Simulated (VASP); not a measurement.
**MgZr2CdO6: single point with PBE**

Crystal: MgZr2CdO6.

```
Cd Mg Zr O
1.0
     2.57422    4.45867    0.00000
    -2.57422    4.45867    0.00000
     0.00000   -2.97245    5.61906
Cd Mg Zr O
1 1 2 6
Direct
  0.00000 0.00000 0.00000
  0.50000 0.50000 0.50000
  0.24350 0.24350 0.73050
  0.75650 0.75650 0.26950
  0.76180 0.76620 0.83670
  0.30870 0.76180 0.83670
  0.76620 0.30870 0.83670
  0.23820 0.23380 0.16330
  0.69130 0.23820 0.16330
  0.23380 0.69130 0.16330
```

```json
{
 "Program": "VASP 6.6.1",
 "Task": "single point",
 "Functional": "PBE",
 "Potentials or basis": "VASP PAW PBE potentials, release 64 (Cd, Mg, Zr_sv, O)",
 "Cutoff": "520 eV",
 "k mesh": "4 × 4 × 4",
 "Occupations": "fermi-dirac, width 0.1 eV",
 "Spin": "no spin polarisation"
}
```

| Property | Result |
| --- | --- |
| Pressure | 12.6 GPa |
| Largest force | 5.886 eV/Å |
| Band gap on the k mesh | zero (bands 37 and 38 overlap by 0.81 eV) |

Forces on the atoms (eV/Å):
```
Cd   0.000  0.000  0.000
Mg   0.000  0.000  0.000
Zr   0.000  0.000  4.307
Zr   0.000  0.000 -4.307
O   -0.105 -3.617 -4.643
O    3.185  1.717 -4.643
O   -3.080  1.899 -4.643
O    0.105  3.617  4.643
O   -3.185 -1.717  4.643
O    3.080 -1.899  4.643
```

Stress tensor (GPa, compression positive):
```
20.41  0.00  0.00
 0.00 20.41  0.00
 0.00  0.00 -2.94
```

Levels at points of the mesh, in eV from the Fermi level:
```tsv
k point	band 34	band 35	band 36	band 37	band 38	band 39	band 40	band 41
(0.00, 0.00, 0.00)	-1.59	-1.34	-0.99	-0.23	-0.23	0.29	0.29	0.83
(0.50, 0.00, 0.00)	-2.02	-1.78	-0.98	-0.46	-0.41	0.56	0.89	1.09
(0.50, 0.50, 0.00)	-1.89	-1.74	-1.54	0.06	0.46	0.51	0.77	1.09
(0.00, 0.00, 0.50)	-1.63	-1.37	0.40	0.40	0.73	0.73	0.82	1.12
```

Wall time 120 s on 1 thread of Intel(R) Xeon(R) Platinum 8259CL CPU @ 2.50GHz (Skylake/Cascade Lake), with other jobs on the host, peak memory 0.31 GiB.

Caveat: the k points lie up to 0.36 Å⁻¹ apart, too coarse for converged energies and pressures of a metal; forces of over 1 eV/Å act on the atoms, so gaps and moduli don't describe the material at rest.
